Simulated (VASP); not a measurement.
Set up this calculation in VASP 6.6.1, as the native input.

| Quantity | Value |
| --- | --- |
| Task | relaxation of cell and atoms |
| Functional | PBE |
| Potentials or basis | VASP PAW PBE potentials, release 64 (Ge_d, Pd) |
| Cutoff | 600 eV |
| k mesh | 6 × 6 × 2 |
| Occupations | gaussian, width 0.1 eV |
| Spin | no spin polarisation |
| Dipole correction | no |
| Further INCAR settings | ALGO = Normal; EDIFF = 1e-07; IBRION = 2; EDIFFG = -0.04; NSW = 90; ISIF = 3 |

The structure of Ge4Pd lies in POSCAR:

```
Ge4Pd
1.0
    3.0925650400      0.0000000000      0.0000000000
   -1.5462825200      2.6782398900      0.0000000000
    0.0000000000      0.0000000000      9.9440853100
Ge Pd
4 1
Direct
    0.3333333300      0.6666666700      0.8658552800
    0.3333333300      0.6666666700      0.3767953500
    0.6666666700      0.3333333300      0.1341447200
    0.6666666700      0.3333333300      0.6232046500
    0.0000000000      0.0000000000      0.0000000000
```

The cell was built from a structure type or drawn by symmetry, and may not be a known phase.

These files were run (other wordings do the same):

INCAR

```
PREC = Accurate ; ENCUT = 600
EDIFF = 1E-7 ; ISMEAR = 0
SIGMA = 0.1 ; LREAL = False
LASPH = True ; NELM = 100
ALGO = Normal ; ISIF = 3
LWAVE = False ; LCHARG = False
GGA = PE ; IBRION = 2
NSW = 90 ; EDIFFG = -0.04
```

KPOINTS

```
regular mesh
0
Gamma
  6 6 2
```

Potentials or basis: VASP PAW PBE potentials, release 64 (Ge_d, Pd).

Launch:

```bash
$ cat potpaw_PBE.64/Ge_d/POTCAR potpaw_PBE.64/Pd/POTCAR > POTCAR
$ mpirun -np 1 vasp_std > vasp.out
```

Results of the run:

The relaxed volume is 18.17 Å³/atom, the relaxed cell is a = 3.249 Å, b = 3.249 Å, c = 9.934 Å, α = 90.00°, β = 90.00°, γ = 120.00° and the space group after relaxing (to 0.1 Å) is P-3m1 (No. 164). The energy gained by relaxing is 779.7 meV/atom. The ionic steps are 19 and the pressure after relaxing is 0.1 GPa. The largest force after relaxing is 0.014 eV/Å and the band gap on the k mesh is zero (bands 33 and 34 overlap by 5.23 eV).

Caveat: the k points lie up to 0.37 Å⁻¹ apart in the final cell, too coarse for converged energies and pressures of a metal.

Wall time 23 min on 1 thread of Intel Xeon 8259CL (shared host), peak memory 0.28 GiB.
